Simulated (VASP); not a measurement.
# ZnC (P2_13) in VASP: a series of runs

ZnC is run at these levels: PBE; tasks: single point, relaxation of cell and atoms.

Program: VASP 6.6.1. These are calculated values, not measurements. Logs are shortened: lines on timing, memory, paths and dates and some standing lists are left out, and cuts for length are marked.

## Step 1: The cell of the first run

Symmetry: P2_13, No. 198, cubic system. The conventional cell has a = 4.306 Å, b = 4.306 Å, c = 4.306 Å, α = 90.00°, β = 90.00°, γ = 90.00°. Zn (site symmetry 3) has 7 C at 2.16 to 2.42 Å and 6 Zn at 2.64 Å within 2.9 Å. C (site symmetry 3) has 7 Zn at 2.16 to 2.42 Å and 6 C at 2.66 Å within 2.9 Å.

## Step 2: Single point, PBE

Input file INCAR:

```
ALGO = Normal ; EDIFF = 1E-6
ENCUT = 520 ; GGA = PE
ISIF = 2 ; ISMEAR = 0
LASPH = True ; LCHARG = False
LREAL = False ; LWAVE = False
NBANDS = 42 ; NELM = 60
PREC = Accurate ; SIGMA = 0.1
```

Input file KPOINTS:

```
k-points
0
Gamma
  4 4 4
```

Input file POSCAR:

```
ZnC
1.0
    4.3064646138      0.0000000000      0.0000000000
    0.0000000000      4.3064646138      0.0000000000
    0.0000000000      0.0000000000      4.3064646138
Zn C
4 4
Direct
    0.1340000000      0.1340000000      0.1340000000
    0.3660000000      0.8660000000      0.6340000000
    0.6340000000      0.3660000000      0.8660000000
    0.8660000000      0.6340000000      0.3660000000
    0.8445000000      0.8445000000      0.8445000000
    0.6555000000      0.1555000000      0.3445000000
    0.3445000000      0.6555000000      0.1555000000
    0.1555000000      0.3445000000      0.6555000000
```

Potentials or basis: VASP PAW PBE potentials, release 64 (Zn, C).

The run is started by

```console
$ cat potpaw_PBE.64/Zn/POTCAR potpaw_PBE.64/C/POTCAR > POTCAR
$ mpirun -np 1 vasp_std > vasp.out
```

OUTCAR:

```text
EDIFF = 1E-6
   ENCUT = 520
   GGA = PE
   ISIF = 2
   ISMEAR = 0
   LASPH = True
   LREAL = False
   NELM = 60
   PREC = Accurate

 ion  position               nearest neighbor table
   1  0.134  0.134  0.134-   5 2.16   6 2.25   7 2.25   8 2.25   7 2.42   8 2.42   6 2.42   3 2.64
                             4 2.64   2 2.64   2 2.64   4 2.64   3 2.64
   2  0.366  0.866  0.634-   6 2.16   5 2.25   7 2.25   8 2.25   7 2.42   8 2.42   5 2.42   1 2.64
                             1 2.64   3 2.64   3 2.64   4 2.64   4 2.64
   3  0.634  0.366  0.866-   7 2.16   6 2.25   5 2.25   8 2.25   8 2.42   6 2.42   5 2.42   1 2.64
                             4 2.64   2 2.64   2 2.64   4 2.64   1 2.64
   4  0.866  0.634  0.366-   8 2.16   6 2.25   7 2.25   5 2.25   6 2.42   5 2.42   7 2.42   1 2.64
                             3 2.64   2 2.64   1 2.64   2 2.64   3 2.64
   5  0.844  0.844  0.844-   1 2.16   2 2.25   3 2.25   4 2.25   3 2.42   4 2.42   2 2.42
   6  0.656  0.156  0.344-   2 2.16   1 2.25   3 2.25   4 2.25   3 2.42   4 2.42   1 2.42
   7  0.344  0.656  0.156-   3 2.16   2 2.25   1 2.25   4 2.25   4 2.42   2 2.42   1 2.42
   8  0.156  0.344  0.656-   4 2.16   2 2.25   3 2.25   1 2.25   2 2.42   1 2.42   3 2.42

  LATTYP: Found a simple cubic cell.
 ALAT       =     4.3064646138

  Lattice vectors:

 A1 = (   4.3064646138,   0.0000000000,   0.0000000000)
 A2 = (   0.0000000000,   4.3064646138,   0.0000000000)
 A3 = (   0.0000000000,   0.0000000000,   4.3064646138)

Analysis of symmetry for initial positions (statically):
=====================================================================
 Subroutine PRICEL returns:
 Original cell was already a primitive cell.

 Routine SETGRP: Setting up the symmetry group for a
 simple cubic supercell.

 Subroutine GETGRP returns: Found 12 space group operations
 (whereof  3 operations were pure point group operations)
 out of a pool of 48 trial point group operations.

The static configuration has the point symmetry C_3 .
 The point group associated with its full space group is T   .

Analysis of symmetry for dynamics (positions and initial velocities):
=====================================================================
 Subroutine PRICEL returns:
 Original cell was already a primitive cell.

 Routine SETGRP: Setting up the symmetry group for a
 simple cubic supercell.

 Subroutine GETGRP returns: Found 12 space group operations
 (whereof  3 operations were pure point group operations)
 out of a pool of 48 trial point group operations.

The dynamic configuration has the point symmetry C_3 .
 The point group associated with its full space group is T   .

 Subroutine INISYM returns: Found 12 space group operations
 (whereof  3 operations are pure point group operations),
 and found     1 'primitive' translations

----------------------------------------------------------------------------------------

                                     Primitive cell

  volume of cell :      79.8661

  direct lattice vectors                    reciprocal lattice vectors
     4.306464614  0.000000000  0.000000000     0.232209037  0.000000000  0.000000000
     0.000000000  4.306464614  0.000000000     0.000000000  0.232209037  0.000000000
     0.000000000  0.000000000  4.306464614     0.000000000  0.000000000  0.232209037

  length of vectors
     4.306464614  4.306464614  4.306464614     0.232209037  0.232209037  0.232209037

  position of ions in fractional coordinates (direct lattice)
     0.134000000  0.134000000  0.134000000
     0.366000000  0.866000000  0.634000000
     0.634000000  0.366000000  0.866000000
     0.866000000  0.634000000  0.366000000
     0.844500000  0.844500000  0.844500000
     0.655500000  0.155500000  0.344500000
     0.344500000  0.655500000  0.155500000
     0.155500000  0.344500000  0.655500000

  ion indices of the primitive-cell ions
   primitive index   ion index
                 1           1
                 2           2
                 3           3
                 4           4
                 5           5
                 6           6
                 7           7
                 8           8

----------------------------------------------------------------------------------------

 KPOINTS: k-points

Automatic generation of k-mesh.
 Grid dimensions read from file:
 generate k-points for:    4    4    4

 Generating k-lattice:

  Cartesian coordinates                     Fractional coordinates (reciprocal lattice)
     0.058052259  0.000000000  0.000000000     0.250000000  0.000000000  0.000000000
     0.000000000  0.058052259  0.000000000     0.000000000  0.250000000  0.000000000
     0.000000000  0.000000000  0.058052259     0.000000000  0.000000000  0.250000000

  Length of vectors
     0.058052259  0.058052259  0.058052259

  Shift w.r.t. Gamma in fractional coordinates (k-lattice)
     0.000000000  0.000000000  0.000000000

 Subroutine IBZKPT returns following result:
 ===========================================

 Found     11 irreducible k-points:

 Following reciprocal coordinates:
            Coordinates               Weight
  0.000000  0.000000  0.000000      1.000000
  0.250000  0.000000  0.000000      6.000000
  0.500000  0.000000  0.000000      3.000000
  0.250000  0.250000  0.000000     12.000000
  0.500000  0.250000  0.000000      6.000000
 -0.250000  0.500000  0.000000      6.000000
  0.500000  0.500000  0.000000      3.000000
  0.250000  0.250000  0.250000      8.000000
  0.500000  0.250000  0.250000     12.000000
  0.500000  0.500000  0.250000      6.000000
  0.500000  0.500000  0.500000      1.000000
   k-points           NKPTS =     11   k-points in BZ     NKDIM =     11   number of bands    NBANDS=     42
   number of dos      NEDOS =    301   number of ions     NIONS =      8
   total plane-waves  NPLWV =  32768
   dimension x,y,z NGX =    32 NGY =   32 NGZ =   32
   dimension x,y,z NGXF=    64 NGYF=   64 NGZF=   64
   ions per type =               4   4
   NGX,Y,Z   is equivalent  to a cutoff of  12.35, 12.35, 12.35 a.u.
   NGXF,Y,Z  is equivalent  to a cutoff of  24.71, 24.71, 24.71 a.u.
 SYSTEM =  unknown system
   PREC   = accura    normal or accurate (medium, high low for compatibility)
   ISTART =      0    job   : 0-new  1-cont  2-samecut
   ICHARG =      2    charge: 1-file 2-atom 10-const
   ISPIN  =      1    spin polarized calculation?
   LNONCOLLINEAR =      F non collinear calculations
   LSORBIT =      F    spin-orbit coupling
   LASPH  =      T    aspherical Exc in radial PAW
   ENCUT  =  520.0 eV  38.22 Ry    6.18 a.u.   8.01  8.01  8.01*2*pi/ulx,y,z
   NELM   =     60;   NELMIN=  2; NELMDL= -5     # of ELM steps
   EDIFF  = 0.1E-05   stopping-criterion for ELM
   LREAL  =      F    real-space projection
   EDIFFG = 0.1E-04   stopping-criterion for IOM
   NSW    =      0    number of steps for IOM
   IBRION =     -1    ionic relax: 0-MD 1-quasi-New 2-CG
   NFREE  =      0    steps in history (QN), initial steepest desc. (CG)
   ISIF   =      2    stress and relaxation
   ISYM   =      2    0-nonsym 1-usesym 2-fastsym
   POTIM  = 0.5000    time-step for ionic-motion
   TEBEG  =    0.0;   TEEND  =   0.0 temperature during run
   PSTRESS=    0.0 pullay stress
   NELECT =      64.0000    total number of electrons
   NUPDOWN=      -1.0000    fix difference up-down
   EMIN   =  10.00;   EMAX   =-10.00  energy-range for DOS
   EFERMI =   0.00;   METHOD = LEGACY
   ISMEAR =     0;   SIGMA  =   0.10  broadening in eV -4-tet -1-fermi 0-gaus
   EFERMI_NEDOS =   21; number of points for ismear=-14 and -15
   IALGO  =     38    algorithm
   IMIX   =      4    mixing-type and parameters
     AMIX     =   0.40;   BMIX     =  1.00
     AMIX_MAG =   1.60;   BMIX_MAG =  1.00
  volume/ion in A,a.u.               =       9.98        67.37
  Fermi-wavevector in a.u.,A,eV,Ry     =   1.520596  2.873510 31.459571  2.312213
  Thomas-Fermi vector in A             =   2.629425
   LORBIT       =      0    0 simple, 1 ext, 2 COOP (PROOUT), +10 PAW based schemes
   GGA     = PE    functional components
   LHFCALC =     F    Hartree Fock is set to
   AEXX    =    0.0000 exact exchange contribution
   IVDW    =     0    specifies the selected vdW correction
   LEPSILON=     F    determine dielectric tensor
   LRPA    =     F    only Hartree local field effects (RPA)
 non-spin polarized calculation
 Gauss-broadening in eV      SIGMA  =   0.10
  energy-cutoff  :      520.00
  volume of cell :       79.87
 maximum number of plane-waves:      2176
   NGX = 17   NGY = 17   NGZ = 17

 number of electron      63.9999911 magnetization

 Free energy of the ion-electron system (eV)
  ---------------------------------------------------
  ext. energy  EPLUGINS =         0.00000000
  ---------------------------------------------------
  free energy    TOTEN  =       -25.24727977 eV

  energy without entropy =      -25.22376772  energy(sigma->0) =      -25.23552374

 E-fermi :   5.1874     XC(G=0): -12.5256

 val. band max:        5.1786365004   @ k =   0.5000   0.5000   0.2500
 cond. band min:       5.2631732509   @ k =   0.0000   0.0000   0.0000
 fundamental gap:      0.0845367505
 Fermi energy:         5.1874099517

 k-point     1 :       0.0000    0.0000    0.0000
  band No.  band energies     occupation
      1      -9.7544      2.00000
      2      -5.4492      2.00000
      3      -5.4492      2.00000
      4      -5.4492      2.00000
      5      -3.0233      2.00000
      6      -3.0233      2.00000
[... 34 lines left out ...]
     41      11.4297      0.00000
     42      11.4297      0.00000

 k-point     2 :       0.2500    0.0000    0.0000
  band No.  band energies     occupation
      1      -9.3268      2.00000
      2      -6.5431      2.00000
      3      -5.3306      2.00000
      4      -5.0384      2.00000
      5      -3.3268      2.00000
      6      -3.0362      2.00000
[... 34 lines left out ...]
     41      10.6923      0.00000
     42      12.0184      0.00000

 k-point     3 :       0.5000    0.0000    0.0000
  band No.  band energies     occupation
      1      -8.1265      2.00000
      2      -8.1265      2.00000
      3      -5.0921      2.00000
      4      -5.0921      2.00000
      5      -3.3144      2.00000
      6      -3.3144      2.00000
[... 34 lines left out ...]
     41      11.3824      0.00000
     42      11.3824      0.00000

 k-point     4 :       0.2500    0.2500    0.0000
  band No.  band energies     occupation
      1      -8.9114      2.00000
      2      -6.5508      2.00000
      3      -5.8168      2.00000
      4      -5.0319      2.00000
      5      -3.3225      2.00000
      6      -3.1929      2.00000
[... 34 lines left out ...]
     41      11.1981      0.00000
     42      12.6840      0.00000

 k-point     5 :       0.5000    0.2500    0.0000
  band No.  band energies     occupation
      1      -7.7674      2.00000
      2      -7.7674      2.00000
      3      -5.4583      2.00000
      4      -5.4583      2.00000
      5      -3.3709      2.00000
      6      -3.3709      2.00000
[... 34 lines left out ...]
     41      11.9517      0.00000
     42      11.9517      0.00000

 k-point     6 :      -0.2500    0.5000    0.0000
  band No.  band energies     occupation
      1      -7.7661      2.00000
      2      -7.7661      2.00000
      3      -5.4743      2.00000
      4      -5.4743      2.00000
      5      -3.3371      2.00000
      6      -3.3371      2.00000
[... 34 lines left out ...]
     41      12.2596      0.00000
     42      12.2596      0.00000

 k-point     7 :       0.5000    0.5000    0.0000
  band No.  band energies     occupation
      1      -7.0846      2.00000
      2      -7.0846      2.00000
      3      -6.2500      2.00000
      4      -6.2500      2.00000
      5      -3.2932      2.00000
      6      -3.2932      2.00000
[... 34 lines left out ...]
     41      13.9664      0.00000
     42      14.0089      0.00000

 k-point     8 :       0.2500    0.2500    0.2500
  band No.  band energies     occupation
      1      -8.5106      2.00000
      2      -6.4688      2.00000
      3      -5.9195      2.00000
      4      -5.2111      2.00000
      5      -3.5866      2.00000
      6      -3.4077      2.00000
[... 34 lines left out ...]
     41      11.1536      0.00000
     42      12.8145      0.00000

 k-point     9 :       0.5000    0.2500    0.2500
  band No.  band energies     occupation
      1      -7.4300      2.00000
      2      -7.4300      2.00000
      3      -5.5838      2.00000
      4      -5.5838      2.00000
      5      -3.5677      2.00000
      6      -3.5677      2.00000
[... 34 lines left out ...]
     41      12.3383      0.00000
     42      12.3383      0.00000

 k-point    10 :       0.5000    0.5000    0.2500
  band No.  band energies     occupation
      1      -6.8133      2.00000
      2      -6.8133      2.00000
      3      -6.0839      2.00000
      4      -6.0839      2.00000
      5      -3.5593      2.00000
      6      -3.5593      2.00000
[... 34 lines left out ...]
     41      13.7796      0.00000
     42      13.7800      0.00000

 k-point    11 :       0.5000    0.5000    0.5000
  band No.  band energies     occupation
      1      -6.2192      2.00000
      2      -6.2192      2.00000
      3      -6.2192      2.00000
      4      -6.2192      2.00000
      5      -3.4475      2.00000
      6      -3.4475      2.00000
[... 34 lines left out ...]
     41      14.5233      0.00000
     42      14.5233      0.00000

------------------------ aborting loop because EDIFF is reached ----------------------------------------

  FORCE on cell =-STRESS in cart. coord.  units (eV):
  Direction    XX          YY          ZZ          XY          YZ          ZX
  --------------------------------------------------------------------------------------
  -------------------------------------------------------------------------------------
  Total        5.4925756      5.4925756      5.4925756      0.0000000     -0.0000000      0.0000000
  in kB      110.1853800    110.1853800    110.1853800      0.0000000     -0.0000000      0.0000000
  external PRESSURE =     110.1853800 kB  Pullay stress =       0.0000000 kB

 VOLUME and BASIS-vectors are now :
 -----------------------------------------------------------------------------
  energy-cutoff  :      520.00
  volume of cell :       79.87
      direct lattice vectors                 reciprocal lattice vectors
     4.306464614  0.000000000  0.000000000     0.232209037  0.000000000  0.000000000
     0.000000000  4.306464614  0.000000000     0.000000000  0.232209037  0.000000000
     0.000000000  0.000000000  4.306464614     0.000000000  0.000000000  0.232209037

 POSITION                                       TOTAL-FORCE (eV/Angst)
 -----------------------------------------------------------------------------------
      0.57707      0.57707      0.57707         0.332774      0.332774      0.332774
      1.57617      3.72940      2.73030        -0.332774     -0.332774      0.332774
      2.73030      1.57617      3.72940         0.332774     -0.332774     -0.332774
      3.72940      2.73030      1.57617        -0.332774      0.332774     -0.332774
      3.63681      3.63681      3.63681         0.014147      0.014147      0.014147
      2.82289      0.66966      1.48358        -0.014147     -0.014147      0.014147
      1.48358      2.82289      0.66966         0.014147     -0.014147     -0.014147
      0.66966      1.48358      2.82289        -0.014147      0.014147     -0.014147
 -----------------------------------------------------------------------------------
    total drift:                                0.000000     -0.000000      0.000000

  FREE ENERGIE OF THE ION-ELECTRON SYSTEM (eV)
  ---------------------------------------------------
  free  energy   TOTEN  =       -25.2472797675 eV

  energy  without entropy=      -25.2237677166  energy(sigma->0) =      -25.23552374
```

Wall time 27 s (1 thread of Intel Xeon 6975P-C, shared host); peak memory 0.18 GiB.

What came out:

| Quantity | Value |
| --- | --- |
| Free energy | -25.2473 eV |
| Pressure | 11.0 GPa |
| Largest force | 0.576 eV/Å |
| Band gap on the k mesh | zero (band 32 reaches 5.39 eV, above the bottom of band 33 at 4.92 eV) |

Forces on the atoms (eV/Å):
```
Zn   0.333  0.333  0.333
Zn  -0.333 -0.333  0.333
Zn   0.333 -0.333 -0.333
Zn  -0.333  0.333 -0.333
C    0.014  0.014  0.014
C   -0.014 -0.014  0.014
C    0.014 -0.014 -0.014
C   -0.014  0.014 -0.014
```

Levels at points of the mesh, in eV from the Fermi level:
```csv
k point,band 30,band 31,band 32,band 33,band 34,band 35
"(0.00, 0.00, 0.00)",-1.88,-0.59,-0.59,0.08,0.08,0.08
"(0.50, 0.00, 0.00)",-2.82,-0.63,-0.63,0.51,0.51,0.77
"(0.50, 0.50, 0.00)",-3.02,-1.65,-1.65,1.54,1.54,1.57
"(0.50, 0.50, 0.50)",0.20,0.20,0.20,1.47,1.47,1.47
```

Caveat: the k points lie up to 0.36 Å⁻¹ apart.

[end of part 1 of 2]
